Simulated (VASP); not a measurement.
# Zr4ScO (Pmmm) in VASP: relaxation of cell and atoms with PBE

Aim: the relaxation of cell and atoms of Zr4ScO with PBE.

Program: VASP 6.6.1. These are calculated values, not measurements. Logs are shortened: lines on timing, memory, paths and dates and some standing lists are left out, and cuts for length are marked.

## 1. The cell of the first run

Symmetry: Pmmm, No. 47, orthorhombic system. The conventional cell has a = 3.075 Å, b = 5.840 Å, c = 7.754 Å, α = 90.00°, β = 90.00°, γ = 90.00°. Within 3.7 Å of Zr (site symmetry mm2) lie 5 Zr at 2.80 to 3.08 Å and 2 Sc at 2.92 Å and 4 O at 3.58 Å. Within 3.1 Å of Zr (site symmetry mm2) lie 2 O at 2.17 Å and 5 Zr at 2.92 to 3.08 Å. Sc (site symmetry mmm) has 4 Zr at 2.92 Å and 2 Sc at 3.08 Å within 3.8 Å. Within 2.9 Å of O (site symmetry mmm) lie 4 Zr at 2.17 Å.

The cell was generated, and may not be a known phase.

## 2. Relaxation of cell and atoms, PBE

Contents of INCAR:

```
  PREC = Accurate
  ENCUT = 600
  EDIFF = 1E-7
  ISMEAR = 0
  SIGMA = 0.1
  LREAL = False
  LASPH = True
  NELM = 120
  ALGO = Normal
  ISIF = 3
  LWAVE = False
  LCHARG = False
  GGA = PE
  IBRION = 2
  NSW = 100
  EDIFFG = -0.01
  GGA_COMPAT = False
  NELMIN = 4
```

Contents of KPOINTS:

```
Automatic mesh
0
Gamma
  12 6 6
```

Contents of POSCAR:

```
Zr4ScO
1.0
    3.0753439713      0.0000000000      0.0000000000
    0.0000000000      5.8396322694      0.0000000000
    0.0000000000      0.0000000000      7.7539724243
Zr Sc O
4 1 1
Direct
    0.5000000000      0.0000000000      0.6804734486
    0.5000000000      0.5000000000      0.3033657939
    0.5000000000      0.5000000000      0.6966342061
    0.5000000000      0.0000000000      0.3195265514
    0.0000000000      0.0000000000      0.0000000000
    0.0000000000      0.5000000000      0.5000000000
```

Potentials or basis: VASP PAW PBE potentials, release 64 (Zr_sv, Sc_sv, O).

Run with:

```console
cat potpaw_PBE.64/Zr_sv/POTCAR potpaw_PBE.64/Sc_sv/POTCAR potpaw_PBE.64/O/POTCAR > POTCAR
mpirun -np 1 vasp_std > vasp.out
```

OUTCAR:

```text
PREC = Accurate
   ENCUT = 600
   EDIFF = 1E-7
   ISMEAR = 0
   LREAL = False
   LASPH = True
   NELM = 120
   ISIF = 3
   GGA = PE
   IBRION = 2
   NSW = 100
   EDIFFG = -0.01
   NELMIN = 4

 ion  position               nearest neighbor table
   1  0.500  0.000  0.680-   4 2.80   5 2.92   5 2.92   3 2.92   3 2.92
   2  0.500  0.500  0.303-   6 2.17   6 2.17   4 2.92   4 2.92   3 3.05
   3  0.500  0.500  0.697-   6 2.17   6 2.17   1 2.92   1 2.92   2 3.05
   4  0.500  0.000  0.320-   1 2.80   5 2.92   5 2.92   2 2.92   2 2.92
   5  0.000  0.000  0.000-   1 2.92   4 2.92   1 2.92   4 2.92
   6  0.000  0.500  0.500-   2 2.17   3 2.17   2 2.17   3 2.17

  LATTYP: Found a simple orthorhombic cell.
 ALAT       =     3.0753439713
 B/A-ratio  =     1.8988549977
 C/A-ratio  =     2.5213350105

  Lattice vectors:

 A1 = (   3.0753439713,   0.0000000000,   0.0000000000)
 A2 = (   0.0000000000,   5.8396322694,   0.0000000000)
 A3 = (   0.0000000000,   0.0000000000,   7.7539724243)

Analysis of symmetry for initial positions (statically):
=====================================================================
 Subroutine PRICEL returns:
 Original cell was already a primitive cell.

 Routine SETGRP: Setting up the symmetry group for a
 simple orthorhombic supercell.

 Subroutine GETGRP returns: Found  8 space group operations
 (whereof  8 operations were pure point group operations)
 out of a pool of  8 trial point group operations.

The static configuration has the point symmetry D_2h.

Analysis of symmetry for dynamics (positions and initial velocities):
=====================================================================
 Subroutine PRICEL returns:
 Original cell was already a primitive cell.

 Routine SETGRP: Setting up the symmetry group for a
 simple orthorhombic supercell.

 Subroutine GETGRP returns: Found  8 space group operations
 (whereof  8 operations were pure point group operations)
 out of a pool of  8 trial point group operations.

The dynamic configuration has the point symmetry D_2h.

 Subroutine INISYM returns: Found  8 space group operations
 (whereof  8 operations are pure point group operations),
 and found     1 'primitive' translations

----------------------------------------------------------------------------------------

                                     Primitive cell

  volume of cell :     139.2526

  direct lattice vectors                    reciprocal lattice vectors
     3.075343971  0.000000000  0.000000000     0.325166879  0.000000000  0.000000000
     0.000000000  5.839632269  0.000000000     0.000000000  0.171243660  0.000000000
     0.000000000  0.000000000  7.753972424     0.000000000  0.000000000  0.128966154

  length of vectors
     3.075343971  5.839632269  7.753972424     0.325166879  0.171243660  0.128966154

  position of ions in fractional coordinates (direct lattice)
     0.500000000  0.000000000  0.680473449
     0.500000000  0.500000000  0.303365794
     0.500000000  0.500000000  0.696634206
     0.500000000  0.000000000  0.319526551
     0.000000000  0.000000000  0.000000000
     0.000000000  0.500000000  0.500000000

  ion indices of the primitive-cell ions
   primitive index   ion index
                 1           1
                 2           2
                 3           3
                 4           4
                 5           5
                 6           6

----------------------------------------------------------------------------------------

 KPOINTS: Automatic mesh

Automatic generation of k-mesh.
 Grid dimensions read from file:
 generate k-points for:   12    6    6

 Generating k-lattice:

  Cartesian coordinates                     Fractional coordinates (reciprocal lattice)
     0.027097240  0.000000000  0.000000000     0.083333333  0.000000000  0.000000000
     0.000000000  0.028540610  0.000000000     0.000000000  0.166666667  0.000000000
     0.000000000  0.000000000  0.021494359     0.000000000  0.000000000  0.166666667

  Length of vectors
     0.027097240  0.028540610  0.021494359

  Shift w.r.t. Gamma in fractional coordinates (k-lattice)
     0.000000000  0.000000000  0.000000000

 Subroutine IBZKPT returns following result:
 ===========================================

 Found    112 irreducible k-points:

 Following reciprocal coordinates:
            Coordinates               Weight
  0.000000  0.000000  0.000000      1.000000
  0.083333  0.000000  0.000000      2.000000
  0.166667  0.000000  0.000000      2.000000
  0.250000  0.000000  0.000000      2.000000
  0.333333  0.000000  0.000000      2.000000
  0.416667  0.000000  0.000000      2.000000
[... 16 lines left out ...]
  0.083333  0.500000  0.000000      2.000000
  0.166667  0.500000  0.000000      2.000000
 [... further k-points ...]
   k-points           NKPTS =    112   k-points in BZ     NKDIM =    112   number of bands    NBANDS=     39
   number of dos      NEDOS =    301   number of ions     NIONS =      6
   total plane-waves  NPLWV =  86016
   dimension x,y,z NGX =    28 NGY =   48 NGZ =   64
   dimension x,y,z NGXF=    56 NGYF=   96 NGZF=  128
   ions per type =               4   1   1
   NGX,Y,Z   is equivalent  to a cutoff of  15.14, 13.66, 13.72 a.u.
   NGXF,Y,Z  is equivalent  to a cutoff of  30.27, 27.33, 27.44 a.u.
 SYSTEM =  unknown system
   PREC   = accura    normal or accurate (medium, high low for compatibility)
   ISTART =      0    job   : 0-new  1-cont  2-samecut
   ICHARG =      2    charge: 1-file 2-atom 10-const
   ISPIN  =      1    spin polarized calculation?
   LNONCOLLINEAR =      F non collinear calculations
   LSORBIT =      F    spin-orbit coupling
   LASPH  =      T    aspherical Exc in radial PAW
   ENCUT  =  600.0 eV  44.10 Ry    6.64 a.u.   6.14 11.66 15.49*2*pi/ulx,y,z
   NELM   =    120;   NELMIN=  4; NELMDL= -5     # of ELM steps
   EDIFF  = 0.1E-06   stopping-criterion for ELM
   LREAL  =      F    real-space projection
   EDIFFG = -.1E-01   stopping-criterion for IOM
   NSW    =    100    number of steps for IOM
   IBRION =      2    ionic relax: 0-MD 1-quasi-New 2-CG
   NFREE  =      1    steps in history (QN), initial steepest desc. (CG)
   ISIF   =      3    stress and relaxation
   ISYM   =      2    0-nonsym 1-usesym 2-fastsym
   POTIM  = 0.5000    time-step for ionic-motion
   TEBEG  =    0.0;   TEEND  =   0.0 temperature during run
   PSTRESS=    0.0 pullay stress
   NELECT =      65.0000    total number of electrons
   NUPDOWN=      -1.0000    fix difference up-down
   EMIN   =  10.00;   EMAX   =-10.00  energy-range for DOS
   EFERMI =   0.00;   METHOD = LEGACY
   ISMEAR =     0;   SIGMA  =   0.10  broadening in eV -4-tet -1-fermi 0-gaus
   EFERMI_NEDOS =   21; number of points for ismear=-14 and -15
   IALGO  =     38    algorithm
   IMIX   =      4    mixing-type and parameters
     AMIX     =   0.40;   BMIX     =  1.00
     AMIX_MAG =   1.60;   BMIX_MAG =  1.00
  volume/ion in A,a.u.               =      23.21       156.62
  Fermi-wavevector in a.u.,A,eV,Ry     =   1.269925  2.399811 21.942251  1.612710
  Thomas-Fermi vector in A             =   2.402940
   LORBIT       =      0    0 simple, 1 ext, 2 COOP (PROOUT), +10 PAW based schemes
   GGA     = PE    functional components
   LHFCALC =     F    Hartree Fock is set to
   AEXX    =    0.0000 exact exchange contribution
   IVDW    =     0    specifies the selected vdW correction
   LEPSILON=     F    determine dielectric tensor
   LRPA    =     F    only Hartree local field effects (RPA)
 conjugate gradient relaxation of ions
 non-spin polarized calculation
 Gauss-broadening in eV      SIGMA  =   0.10
  energy-cutoff  :      600.00
  volume of cell :      139.25
 maximum number of plane-waves:      4684
 NGX is ok and might be reduce to    28
   NGX = 13   NGY = 23   NGZ = 31

--------------------------------------- Ionic step        1  -------------------------------------------

 number of electron      64.9999994 magnetization

 Free energy of the ion-electron system (eV)
  ---------------------------------------------------
  ext. energy  EPLUGINS =         0.00000000
  ---------------------------------------------------
  free energy    TOTEN  =       -45.80777216 eV

  energy without entropy =      -45.77215606  energy(sigma->0) =      -45.78996411

------------------------ aborting loop because EDIFF is reached ----------------------------------------

  FORCE on cell =-STRESS in cart. coord.  units (eV):
  Direction    XX          YY          ZZ          XY          YZ          ZX
  --------------------------------------------------------------------------------------
  -------------------------------------------------------------------------------------
  Total        0.2770038     -0.0595710      0.1109557     -0.0000000      0.0000000      0.0000000
  in kB        3.1870789     -0.6853973      1.2766054     -0.0000000      0.0000000      0.0000000
  external PRESSURE =       1.2594290 kB  Pullay stress =       0.0000000 kB
[... 265 lines left out ...]
  energy  without entropy=      -45.7729703445  energy(sigma->0) =      -45.79068402

--------------------------------------- Ionic step        8  -------------------------------------------

 number of electron      64.9999994 magnetization

 Free energy of the ion-electron system (eV)
  ---------------------------------------------------
  ext. energy  EPLUGINS =         0.00000000
  ---------------------------------------------------
  free energy    TOTEN  =       -45.80839914 eV

  energy without entropy =      -45.77295697  energy(sigma->0) =      -45.79067806

 E-fermi :   6.5812     XC(G=0): -10.2059

 val. band max:        6.5803969767   @ k =   0.2500   0.1667   0.5000
 cond. band min:       6.5819249434   @ k =   0.0833   0.3333   0.1667
 fundamental gap:      0.0015279667
 Fermi energy:         6.5811564220

 k-point     1 :       0.0000    0.0000    0.0000
  band No.  band energies     occupation
      1     -42.7869      2.00000
      2     -42.7366      2.00000
      3     -42.6905      2.00000
      4     -41.7805      2.00000
      5     -41.6739      2.00000
      6     -21.4359      2.00000
[... 997 lines left out ...]
     38       7.7108      0.00000
     39       8.2885      0.00000

 [... further k-points ...]

------------------------ aborting loop because EDIFF is reached ----------------------------------------

  FORCE on cell =-STRESS in cart. coord.  units (eV):
  Direction    XX          YY          ZZ          XY          YZ          ZX
  --------------------------------------------------------------------------------------
  -------------------------------------------------------------------------------------
  Total        0.0115280     -0.0059943     -0.0153382     -0.0000000      0.0000000      0.0000000
  in kB        0.1326963     -0.0689987     -0.1765550     -0.0000000      0.0000000      0.0000000
  external PRESSURE =      -0.0376191 kB  Pullay stress =       0.0000000 kB
[... 21 lines left out ...]
  FREE ENERGIE OF THE ION-ELECTRON SYSTEM (eV)
  ---------------------------------------------------
  free  energy   TOTEN  =       -45.8083991449 eV

  energy  without entropy=      -45.7729569698  energy(sigma->0) =      -45.79067806

 reached required accuracy - stopping structural energy minimisation
```

It took 49 min on 1 thread of AMD EPYC 9R45 (Zen 5), shared host; peak memory 0.74 GiB.

What came out:

```yaml
Free_energy: -45.8084 eV
Relaxed_volume: 23.20 Å³/atom
Relaxed_cell: a = 3.079 Å, b = 5.838 Å, c = 7.744 Å, α = 90.00°, β = 90.00°, γ = 90.00°
Space_group_after_relaxing_to_0.1_Å: Pmmm (No. 47)
Energy_gained_by_relaxing: 0.1 meV/atom
Ionic_steps: 8
Pressure_after_relaxing: 0.0 GPa
Largest_force_after_relaxing: 0.010 eV/Å
Band_gap_on_the_k_mesh: zero (an odd number of electrons rules out a gap without spin polarisation)
```

Forces on the atoms (eV/Å):
```
Zr   0.000  0.000  0.010
Zr   0.000  0.000 -0.007
Zr   0.000  0.000  0.007
Zr   0.000  0.000 -0.010
Sc   0.000  0.000  0.000
O    0.000  0.000  0.000
```

The path:
```tsv
step	energy change (eV)	largest force (eV/Å)	pressure (GPa)	volume (Å³)
1	0.0000	0.0553	0.13	139.25
2	-0.0003	0.0231	-0.20	139.62
3	-0.0004	0.0278	-0.08	139.49
4	-0.0005	0.0128	-0.02	139.33
5	-0.0005	0.0173	0.01	139.24
6	-0.0006	0.0119	0.00	139.22
7	-0.0006	0.0113	-0.01	139.18
8	-0.0006	0.0098	0.00	139.19
```

Final structure:
```
Zr Sc O
1.0
     3.07883    0.00000    0.00000
     0.00000    5.83759    0.00000
     0.00000    0.00000    7.74435
Zr Sc O
4 1 1
Direct
  0.50000 0.00000 0.67976
  0.50000 0.50000 0.30271
  0.50000 0.50000 0.69729
  0.50000 0.00000 0.32024
  0.00000 0.00000 0.00000
  0.00000 0.50000 0.50000
```
